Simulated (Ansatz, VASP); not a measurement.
## Two plane-wave programs on FeGe

```
Fe Ge
1.0
     4.66262    0.00000    0.00000
     0.00000    4.66262    0.00000
     0.00000    0.00000    4.66262
Fe Ge
4 4
Direct
  0.13491 0.13491 0.13491
  0.36509 0.86509 0.63491
  0.63491 0.36509 0.86509
  0.86509 0.63491 0.36509
  0.84176 0.84176 0.84176
  0.65824 0.15824 0.34176
  0.34176 0.65824 0.15824
  0.15824 0.34176 0.65824
```

Alike in both runs: task single point; functional PBE; k mesh 8 × 8 × 8; occupations gaussian, width 0.05 eV; no spin polarisation.

|  | VASP | Ansatz |
| --- | --- | --- |
| version | VASP 6.6.1 | Ansatz 0.2.0 |
| potentials or method | VASP PAW PBE potentials, release 64 (Fe, Ge_d), cutoff 520 eV | scalar-relativistic, plane waves, PAW |
| valence electrons in the cell | 88 | 120 |

Ansatz gave:

- gap on the k mesh at the Fermi level (eV): 0.09
- least direct gap on the mesh (eV): 0.12
- pressure (GPa): -3.0
- rms of the force components (eV/Å): 0.165

Q: What did VASP give for the same quantities?

A: gap on the k mesh at the Fermi level (eV): 0.09; least direct gap on the mesh (eV): 0.11; pressure (GPa): -2.9; rms of the force components (eV/Å): 0.160.

Atom by atom the forces differ by 0.011 eV/Å (rms over components). VASP's potentials hold 88 valence electrons a cell and Ansatz's 120, so a difference there can come from the potentials and not from the codes.
